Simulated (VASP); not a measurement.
# HC12 (a cell with a defect): single point with PBE

HC12 (a cell with a defect):

```
C H
1.0
    -3.57155   -1.78577   -1.78577
    -1.78577   -3.57155    1.78577
    -3.57155    1.78577    1.78577
C H
12 1
Cartesian
  -5.3573 -3.5715 0.0000
  -3.5715 -1.7858 0.0000
  -1.7858 0.0000 0.0000
  -3.5715 0.0000 1.7858
  -5.3573 0.0000 0.0000
  -5.3573 -1.7858 1.7858
  -4.4644 -2.6787 0.8929
  -2.6787 -0.8929 0.8929
  -4.4644 -0.8929 -0.8929
  -6.2502 -0.8929 0.8929
  -4.4644 0.8929 0.8929
  -4.4644 -0.8929 2.6787
  -2.4554 -2.9019 0.0000
```

| Property | Result |
| --- | --- |
| Program | VASP 6.6.1 |
| Task | single point |
| Functional | PBE |
| Potentials or basis | VASP PAW PBE potentials, release 64 (C, H) |
| Cutoff | 520 eV |
| k mesh | 6 × 6 × 6 |
| Occupations | gaussian, width 0.05 eV |
| Spin | no spin polarisation |
| Dipole correction | no |
| Charge | 1 |
| Further INCAR settings | ALGO = Normal; EDIFF = 1e-06; NBANDS = 36; NELECT = 48.0 |

```json
{
 "Largest force": "13.560 eV/Å"
}
```

Forces in eV/Å, atoms in the order of the input:
```
C    -0.217   0.159   0.258
C    -1.430   1.522   0.608
C    -0.289   0.271   0.515
C     0.165  -0.673  -0.049
C     0.728  -0.307   0.052
C     9.543  -9.450   1.864
C    -0.141  -0.149  -0.907
C     0.309   0.073  -0.043
C     0.132  -0.255  -0.242
C    -4.088   4.029 -12.081
C    -0.428  -0.249   0.535
C     0.357   0.373   0.681
H    -4.643   4.656   8.809
```

Levels at points of the mesh, in eV from the Fermi level:
```
           k point  band 20  band 21  band 22  band 23  band 24  band 25  band 26  band 27  band 28  band 29
(0.00, 0.00, 0.00)    -3.62    -3.15    -0.63    -0.41    -0.27     4.39     4.96     5.02     5.74     6.28
(0.50, 0.00, 0.00)    -4.84    -4.68    -4.31    -2.60    -2.13     4.14     5.43     6.09     6.55     7.58
(0.50, 0.50, 0.00)    -4.80    -4.57    -4.35    -3.01    -2.14     4.75     5.94     5.97     6.61     7.22
(0.00, 0.50, 0.00)    -5.07    -3.31    -3.13    -1.86    -1.65     3.88     4.38     5.59     7.23     7.55
(0.00, 0.00, 0.50)    -5.23    -3.10    -2.40    -1.72    -1.71     5.20     6.16     6.58     6.83     7.04
(0.50, 0.00, 0.50)    -3.99    -3.77    -3.69    -3.16    -3.08     3.92     4.39     5.30     5.55     6.10
(0.50, 0.50, 0.50)    -4.21    -3.96    -3.65    -3.13    -3.04     3.63     4.38     5.29     5.77     6.82
(0.00, 0.50, 0.50)    -4.81    -4.60    -4.37    -4.08    -4.02     4.27     5.09     5.79     5.97     6.17
```

Wall time 5.9 min on 1 thread of Intel Xeon 8259CL (shared host), peak memory 0.33 GiB.

Caveat: the cell carries a net charge on a neutralising background, which shifts energy and pressure; the cell is charged against a uniform background, so pressure and absolute levels hang on convention.
